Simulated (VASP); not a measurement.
**Bi: single point with r2SCAN**

The system is Bi.

```
CELL_PARAMETERS angstrom
-1.98020 1.98020 1.98020
1.98020 -1.98020 1.98020
1.98020 1.98020 -1.98020
ATOMIC_POSITIONS crystal
Bi 0.00000 0.00000 0.00000
```

```yaml
Program: VASP 6.6.1
Task: single point
Functional: r2SCAN
Potentials_or_basis: VASP PAW PBE potentials, release 64 (Bi_d)
Cutoff: 520 eV
k_mesh: 16 × 16 × 16
Occupations: gaussian, width 0.1 eV
Spin: no spin polarisation
Dipole_correction: no
Further_INCAR_settings: ALGO = Normal; EDIFF = 1e-06; NBANDS = 14
```

```
Pressure : 0.0 GPa
```

Levels at points of the mesh, in eV from the Fermi level:
```tsv
k point	band 4	band 5	band 6	band 7	band 8	band 9	band 10	band 11
(0.00, 0.00, 0.00)	-23.60	-23.60	-14.13	5.36	5.36	5.36	10.15	11.29
(0.50, 0.00, 0.00)	-23.61	-23.51	-10.87	-5.31	1.57	3.72	6.58	8.00
(0.50, 0.50, 0.50)	-23.53	-23.53	-8.56	-1.98	-1.98	-1.98	4.01	4.01
```

Run time: 5.3 min on 1 thread of AMD EPYC 7R43 64-Core Processor (Zen 3), with other jobs on the host, peak memory 0.16 GiB.

Caveat: the PAW data sets were made with another functional, which shifts forces and pressure a little; spin-orbit coupling is left out, which moves the levels of the heavy elements.
